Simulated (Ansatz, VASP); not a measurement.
## Cd3BiAs: VASP beside Ansatz

File INCAR:

```
SYSTEM = Cd3BiAs
PREC = Accurate ; ENCUT = 520
EDIFF = 1E-6 ; ISMEAR = 0
SIGMA = 0.05 ; LREAL = .FALSE.
LASPH = .TRUE. ; NELM = 80
ALGO = Fast ; ISIF = 2
LWAVE = .FALSE. ; LCHARG = .TRUE.
LELF = .TRUE. ; LVHAR = .TRUE.
NBANDS = 36
```

Contents of KPOINTS:

```
regular mesh
0
G
  4 4 4
  0 0 0
```

The input POSCAR:

```
Cd3BiAs
1.0
    6.5000000000      0.0000000000      0.0000000000
    0.0000000000      6.5000000000      0.0000000000
    0.0000000000      0.0000000000      6.5000000000
As Bi Cd
1 1 3
Direct
    0.0000000000      0.0000000000      0.0000000000
    0.5000000000      0.5000000000      0.5000000000
    0.5000000000      0.5000000000      0.0000000000
    0.5000000000      0.0000000000      0.5000000000
    0.0000000000      0.5000000000      0.5000000000
```

Input for Ansatz:

```yaml
crystal:
  lattice:
    - [6.5, 0.0, 0.0]
    - [0.0, 6.5, 0.0]
    - [0.0, 0.0, 6.5]
  atoms:
    - { symbol: As, position: [0.0, 0.0, 0.0] }
    - { symbol: Bi, position: [0.5, 0.5, 0.5] }
    - { symbol: Cd, position: [0.5, 0.5, 0.0] }
    - { symbol: Cd, position: [0.5, 0.0, 0.5] }
    - { symbol: Cd, position: [0.0, 0.5, 0.5] }
basis:
  ecutwfc: 420
kpoints:
  mp_grid: { grid: [4, 4, 4] }
hamiltonian:
  xc: lda
scf:
  occupations: { method: gaussian, width: 0.05 }
output:
  forces: true
  stress: true
  eigenvalues: true
```

Alike in both runs: task single point; functional LDA; k mesh 4 × 4 × 4; occupations gaussian, width 0.05 eV; no spin polarisation.

|  | VASP | Ansatz |
| --- | --- | --- |
| version | VASP 6.6.1 | Ansatz 0.2.0 |
| potentials or method | VASP PAW LDA potentials, release 64 (As, Bi_d, Cd), cutoff 520 eV | scalar-relativistic, plane waves, PAW |
| valence electrons in the cell | 56 | 90 |

```csv
,VASP,Ansatz,Ansatz less VASP
gap on the k mesh at the Fermi level (eV),none,none,-
pressure (GPa),-4.5,-4.5,0.00
```

LDA's correlation is that of Perdew and Zunger in VASP and of Perdew and Wang (1992) in Ansatz. A gap of «none» marks a metal or a gap that the smearing closes. VASP's potentials hold 56 valence electrons a cell and Ansatz's 90, so a difference there can come from the potentials and not from the codes.

Spin-orbit coupling is off throughout.
